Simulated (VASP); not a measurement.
# LiCl (P6_3/mmc) in VASP: relaxation of cell and atoms with PBE

Aim: the relaxation of cell and atoms of LiCl with PBE.

Program: VASP 6.6.1. These are calculated values, not measurements. Logs are shortened: lines on timing, memory, paths and dates and some standing lists are left out, and cuts for length are marked.

**1. The cell of the first run**

The structure is hexagonal, space group P6_3/mmc (No. 194). Conventional cell: a = 3.642 Å, b = 3.642 Å, c = 17.841 Å, α = 90.00°, β = 90.00°, γ = 120.00°. Li (site symmetry -6m2) has 6 Cl at 2.58 Å within 3.4 Å. Li (site symmetry 3m) has 6 Cl at 2.58 Å within 3.4 Å. Cl (site symmetry 3m) has 6 Li at 2.58 Å and 1 Cl at 2.97 Å within 3.4 Å. Within 3.4 Å of Cl (site symmetry -3m) lie 6 Li at 2.58 Å.

**2. Relaxation of cell and atoms, PBE**

Input file INCAR:

```
SYSTEM = LiCl
ALGO = Normal ; EDIFF = 1E-7
EDIFFG = -0.01 ; ENCUT = 600
GGA = PE ; IBRION = 2
ISIF = 3 ; ISMEAR = 0
LASPH = .TRUE. ; LCHARG = .FALSE.
LREAL = .FALSE. ; LWAVE = .FALSE.
NELM = 100 ; NSW = 65
PREC = Accurate ; SIGMA = 0.02
```

Input file KPOINTS:

```
k-points
0
G
  9 9 2
  0 0 0
```

Input file POSCAR:

```
LiCl
1.0
    3.6417967620      0.0000000000      0.0000000000
   -1.8208983810      3.1538885114      0.0000000000
    0.0000000000      0.0000000000     17.8410864402
Li Cl
6 6
Direct
    0.0000000000      0.0000000000      0.0000000000
    0.3333333333      0.6666666667      0.1666666667
    0.6666666667      0.3333333333      0.3333333333
    0.0000000000      0.0000000000      0.5000000000
    0.6666666667      0.3333333333      0.6666666667
    0.3333333333      0.6666666667      0.8333333333
    0.6666666667      0.3333333333      0.0833333333
    0.0000000000      0.0000000000      0.2500000000
    0.3333333333      0.6666666667      0.4166666667
    0.3333333333      0.6666666667      0.5833333333
    0.0000000000      0.0000000000      0.7500000000
    0.6666666667      0.3333333333      0.9166666667
```

Potentials or basis: VASP PAW PBE potentials, release 64 (Li_sv, Cl).

Launch:

```
$ cat potpaw_PBE.64/Li_sv/POTCAR potpaw_PBE.64/Cl/POTCAR > POTCAR
$ mpirun -np 1 vasp_std > vasp.out
```

OUTCAR:

```text
SYSTEM = LiCl
   EDIFF = 1E-7
   EDIFFG = -0.01
   ENCUT = 600
   GGA = PE
   IBRION = 2
   ISIF = 3
   ISMEAR = 0
   LASPH = .TRUE.
   LREAL = .FALSE.
   NELM = 100
   NSW = 65
   PREC = Accurate

 ion  position               nearest neighbor table
   1  0.000  0.000  0.000-   7 2.58  12 2.58   7 2.58  12 2.58   7 2.58  12 2.58
   2  0.333  0.667  0.167-   8 2.58   8 2.58   8 2.58   7 2.58   7 2.58   7 2.58
   3  0.667  0.333  0.333-   8 2.58   8 2.58   8 2.58   9 2.58   9 2.58   9 2.58
   4  0.000  0.000  0.500-   9 2.58  10 2.58   9 2.58  10 2.58   9 2.58  10 2.58
   5  0.667  0.333  0.667-  11 2.58  11 2.58  11 2.58  10 2.58  10 2.58  10 2.58
   6  0.333  0.667  0.833-  11 2.58  11 2.58  11 2.58  12 2.58  12 2.58  12 2.58
   7  0.667  0.333  0.083-   1 2.58   1 2.58   1 2.58   2 2.58   2 2.58   2 2.58
   8  0.000  0.000  0.250-   2 2.58   3 2.58   3 2.58   2 2.58   3 2.58   2 2.58
   9  0.333  0.667  0.417-   4 2.58   4 2.58   4 2.58   3 2.58   3 2.58   3 2.58
  10  0.333  0.667  0.583-   4 2.58   4 2.58   4 2.58   5 2.58   5 2.58   5 2.58
  11  0.000  0.000  0.750-   5 2.58   6 2.58   5 2.58   6 2.58   5 2.58   6 2.58
  12  0.667  0.333  0.917-   1 2.58   1 2.58   1 2.58   6 2.58   6 2.58   6 2.58

  LATTYP: Found a hexagonal cell.
 ALAT       =     3.6417967620
 C/A-ratio  =     4.8989791595

  Lattice vectors:

 A1 = (   3.6417967620,   0.0000000000,   0.0000000000)
 A2 = (  -1.8208983810,   3.1538885114,   0.0000000000)
 A3 = (   0.0000000000,   0.0000000000,  17.8410864402)

Analysis of symmetry for initial positions (statically):
=====================================================================
 Subroutine PRICEL returns:
 Original cell was already a primitive cell.

 Routine SETGRP: Setting up the symmetry group for a
 hexagonal supercell.

 Subroutine GETGRP returns: Found 24 space group operations
 (whereof 12 operations were pure point group operations)
 out of a pool of 24 trial point group operations.

The static configuration has the point symmetry D_3h.
 The point group associated with its full space group is D_6h.

Analysis of symmetry for dynamics (positions and initial velocities):
=====================================================================
 Subroutine PRICEL returns:
 Original cell was already a primitive cell.

 Routine SETGRP: Setting up the symmetry group for a
 hexagonal supercell.

 Subroutine GETGRP returns: Found 24 space group operations
 (whereof 12 operations were pure point group operations)
 out of a pool of 24 trial point group operations.

The dynamic configuration has the point symmetry D_3h.
 The point group associated with its full space group is D_6h.

 Subroutine INISYM returns: Found 24 space group operations
 (whereof 12 operations are pure point group operations),
 and found     1 'primitive' translations

----------------------------------------------------------------------------------------

                                     Primitive cell

  volume of cell :     204.9195

  direct lattice vectors                    reciprocal lattice vectors
     3.641796762  0.000000000  0.000000000     0.274589733  0.158534456  0.000000000
    -1.820898381  3.153888511  0.000000000     0.000000000  0.317068912  0.000000000
     0.000000000  0.000000000 17.841086440     0.000000000  0.000000000  0.056050398

  length of vectors
     3.641796762  3.641796762 17.841086440     0.317068912  0.317068912  0.056050398

  position of ions in fractional coordinates (direct lattice)
     0.000000000  0.000000000  0.000000000
     0.333333333  0.666666667  0.166666667
     0.666666667  0.333333333  0.333333333
     0.000000000  0.000000000  0.500000000
     0.666666667  0.333333333  0.666666667
     0.333333333  0.666666667  0.833333333
     0.666666667  0.333333333  0.083333333
     0.000000000  0.000000000  0.250000000
     0.333333333  0.666666667  0.416666667
     0.333333333  0.666666667  0.583333333
     0.000000000  0.000000000  0.750000000
     0.666666667  0.333333333  0.916666667

  ion indices of the primitive-cell ions
   primitive index   ion index
                 1           1
                 2           2
                 3           3
                 4           4
                 5           5
                 6           6
                 7           7
                 8           8
                 9           9
                10          10
                11          11
                12          12

----------------------------------------------------------------------------------------

 KPOINTS: k-points

Automatic generation of k-mesh.
 Grid dimensions read from file:
 generate k-points for:    9    9    2

 Generating k-lattice:

  Cartesian coordinates                     Fractional coordinates (reciprocal lattice)
     0.030509970  0.017614940  0.000000000     0.111111111 -0.000000000  0.000000000
     0.000000000  0.035229879  0.000000000     0.000000000  0.111111111  0.000000000
     0.000000000  0.000000000  0.028025199     0.000000000  0.000000000  0.500000000

  Length of vectors
     0.035229879  0.035229879  0.028025199

  Shift w.r.t. Gamma in fractional coordinates (k-lattice)
     0.000000000  0.000000000  0.000000000

 Subroutine IBZKPT returns following result:
 ===========================================

 Found     24 irreducible k-points:

 Following reciprocal coordinates:
            Coordinates               Weight
  0.000000  0.000000  0.000000      1.000000
  0.111111  0.000000  0.000000      6.000000
  0.222222  0.000000  0.000000      6.000000
  0.333333  0.000000  0.000000      6.000000
  0.444444  0.000000  0.000000      6.000000
  0.111111  0.111111  0.000000      6.000000
[... 16 lines left out ...]
  0.333333  0.222222  0.500000     12.000000
  0.333333  0.333333  0.500000      2.000000
   k-points           NKPTS =     24   k-points in BZ     NKDIM =     24   number of bands    NBANDS=     37
   number of dos      NEDOS =    301   number of ions     NIONS =     12
   total plane-waves  NPLWV = 129600
   dimension x,y,z NGX =    30 NGY =   30 NGZ =  144
   dimension x,y,z NGXF=    60 NGYF=   60 NGZF=  288
   ions per type =               6   6
   NGX,Y,Z   is equivalent  to a cutoff of  13.69, 13.69, 13.42 a.u.
   NGXF,Y,Z  is equivalent  to a cutoff of  27.39, 27.39, 26.84 a.u.
 SYSTEM =  LiCl
   PREC   = accura    normal or accurate (medium, high low for compatibility)
   ISTART =      0    job   : 0-new  1-cont  2-samecut
   ICHARG =      2    charge: 1-file 2-atom 10-const
   ISPIN  =      1    spin polarized calculation?
   LNONCOLLINEAR =      F non collinear calculations
   LSORBIT =      F    spin-orbit coupling
   LASPH  =      T    aspherical Exc in radial PAW
   ENCUT  =  600.0 eV  44.10 Ry    6.64 a.u.   7.27  7.27 35.63*2*pi/ulx,y,z
   NELM   =    100;   NELMIN=  2; NELMDL= -5     # of ELM steps
   EDIFF  = 0.1E-06   stopping-criterion for ELM
   LREAL  =      F    real-space projection
   EDIFFG = -.1E-01   stopping-criterion for IOM
   NSW    =     65    number of steps for IOM
   IBRION =      2    ionic relax: 0-MD 1-quasi-New 2-CG
   NFREE  =      1    steps in history (QN), initial steepest desc. (CG)
   ISIF   =      3    stress and relaxation
   ISYM   =      2    0-nonsym 1-usesym 2-fastsym
   POTIM  = 0.5000    time-step for ionic-motion
   TEBEG  =    0.0;   TEEND  =   0.0 temperature during run
   PSTRESS=    0.0 pullay stress
   NELECT =      60.0000    total number of electrons
   NUPDOWN=      -1.0000    fix difference up-down
   EMIN   =  10.00;   EMAX   =-10.00  energy-range for DOS
   EFERMI =   0.00;   METHOD = LEGACY
   ISMEAR =     0;   SIGMA  =   0.02  broadening in eV -4-tet -1-fermi 0-gaus
   EFERMI_NEDOS =   21; number of points for ismear=-14 and -15
   IALGO  =     38    algorithm
   IMIX   =      4    mixing-type and parameters
     AMIX     =   0.40;   BMIX     =  1.00
     AMIX_MAG =   1.60;   BMIX_MAG =  1.00
  volume/ion in A,a.u.               =      17.08       115.24
  Fermi-wavevector in a.u.,A,eV,Ry     =   1.087087  2.054296 16.078783  1.181757
  Thomas-Fermi vector in A             =   2.223238
   LORBIT       =      0    0 simple, 1 ext, 2 COOP (PROOUT), +10 PAW based schemes
   GGA     = PE    functional components
   LHFCALC =     F    Hartree Fock is set to
   AEXX    =    0.0000 exact exchange contribution
   IVDW    =     0    specifies the selected vdW correction
   LEPSILON=     F    determine dielectric tensor
   LRPA    =     F    only Hartree local field effects (RPA)
 conjugate gradient relaxation of ions
 non-spin polarized calculation
 Gauss-broadening in eV      SIGMA  =   0.02
  energy-cutoff  :      600.00
  volume of cell :      204.92
 maximum number of plane-waves:      6893
 NGX is ok and might be reduce to    30
   NGX = 15   NGY = 15   NGZ = 71

--------------------------------------- Ionic step        1  -------------------------------------------

 number of electron      60.0000003 magnetization

 Free energy of the ion-electron system (eV)
  ---------------------------------------------------
  ext. energy  EPLUGINS =         0.00000000
  ---------------------------------------------------
  free energy    TOTEN  =       -43.68561281 eV

  energy without entropy =      -43.68561281  energy(sigma->0) =      -43.68561281

------------------------ aborting loop because EDIFF is reached ----------------------------------------

  FORCE on cell =-STRESS in cart. coord.  units (eV):
  Direction    XX          YY          ZZ          XY          YZ          ZX
  --------------------------------------------------------------------------------------
  -------------------------------------------------------------------------------------
  Total       -0.6244848     -0.6244848      4.9598427      0.0000000      0.0000000      0.0000000
  in kB       -4.8825773     -4.8825773     38.7788699      0.0000000      0.0000000      0.0000000
  external PRESSURE =       9.6712384 kB  Pullay stress =       0.0000000 kB
[... 307 lines left out ...]
  energy  without entropy=      -43.8959605973  energy(sigma->0) =      -43.89596060

--------------------------------------- Ionic step        8  -------------------------------------------

 number of electron      59.9999983 magnetization

 Free energy of the ion-electron system (eV)
  ---------------------------------------------------
  ext. energy  EPLUGINS =         0.00000000
  ---------------------------------------------------
  free energy    TOTEN  =       -43.89716074 eV

  energy without entropy =      -43.89716074  energy(sigma->0) =      -43.89716074

 E-fermi :   0.7819     XC(G=0):  -8.5878

 val. band max:        0.5526308176   @ k =   0.0000   0.0000   0.0000
 cond. band min:       6.4011686992   @ k =   0.0000   0.0000   0.0000
 fundamental gap:      5.8485378816
 Fermi energy:         0.7819381053

 k-point     1 :       0.0000    0.0000    0.0000
  band No.  band energies     occupation
      1     -43.5545      2.00000
      2     -43.5544      2.00000
      3     -43.0452      2.00000
      4     -43.0451      2.00000
      5     -43.0440      2.00000
      6     -43.0439      2.00000
[... 988 lines left out ...]
  FREE ENERGIE OF THE ION-ELECTRON SYSTEM (eV)
  ---------------------------------------------------
  free  energy   TOTEN  =       -43.8971607354 eV

  energy  without entropy=      -43.8971607354  energy(sigma->0) =      -43.89716074

 reached required accuracy - stopping structural energy minimisation
```

Wall time 21 min (1 thread of Intel Xeon Platinum 8488C (Sapphire Rapids), shared host); peak memory 0.46 GiB.

What came out:

* Free energy: -43.8972 eV
* Relaxed volume: 17.36 Å³/atom
* Relaxed cell: a = 3.610 Å, b = 3.610 Å, c = 18.464 Å, α = 90.00°, β = 90.00°, γ = 120.00°
* Space group after relaxing (to 0.1 Å): P6_3/mmc (No. 194)
* Energy gained by relaxing: 17.6 meV/atom
* Ionic steps: 8
* Pressure after relaxing: 0.0 GPa
* Largest force after relaxing: 0.006 eV/Å
* Band gap on the k mesh: 5.85 eV

Forces in eV/Å, atoms in the order of the input:
```
Li   0.000  0.000  0.000
Li   0.000  0.000 -0.005
Li   0.000  0.000  0.005
Li   0.000  0.000  0.000
Li   0.000  0.000 -0.005
Li   0.000  0.000  0.005
Cl   0.000  0.000  0.006
Cl   0.000  0.000  0.000
Cl   0.000  0.000 -0.006
Cl   0.000  0.000  0.006
Cl   0.000  0.000  0.000
Cl   0.000  0.000 -0.006
```

The path:
```csv
step,energy change (eV),largest force (eV/Å),pressure (GPa),volume (Å³)
1,0.0000,0.7455,0.97,204.92
2,-0.1501,0.3491,0.23,207.96
3,-0.1962,0.1280,-0.36,211.05
4,-0.1961,0.1265,-0.34,210.93
5,-0.2022,0.1057,-0.16,209.64
6,-0.2076,0.0585,0.25,206.81
7,-0.2103,0.0291,0.14,207.52
8,-0.2115,0.0057,0.01,208.37
```

Final structure:
```cif
data_structure
_symmetry_space_group_name_H-M 'P 1'
_symmetry_Int_Tables_number 1
_cell_length_a 3.6098
_cell_length_b 3.6098
_cell_length_c 18.4642
_cell_angle_alpha 90.000
_cell_angle_beta 90.000
_cell_angle_gamma 120.000
_cell_volume 208.37
loop_
_atom_site_label
_atom_site_type_symbol
_atom_site_fract_x
_atom_site_fract_y
_atom_site_fract_z
_atom_site_occupancy
Li1 Li 0.00000 0.00000 0.00000 1
Li2 Li 0.33333 0.66667 0.16931 1
Li3 Li 0.66667 0.33333 0.33069 1
Li4 Li 0.00000 0.00000 0.50000 1
Li5 Li 0.66667 0.33333 0.66931 1
Li6 Li 0.33333 0.66667 0.83069 1
Cl1 Cl 0.66667 0.33333 0.08834 1
Cl2 Cl 0.00000 0.00000 0.25000 1
Cl3 Cl 0.33333 0.66667 0.41166 1
Cl4 Cl 0.33333 0.66667 0.58834 1
Cl5 Cl 0.00000 0.00000 0.75000 1
Cl6 Cl 0.66667 0.33333 0.91166 1
```

Caveat: the cutoff is under 1.25 times the usual one of these potentials, so pressure, stress and relaxed cells hold a basis-set (Pulay) error; an odd mesh through Γ misses points on the zone boundary, where band edges can lie.
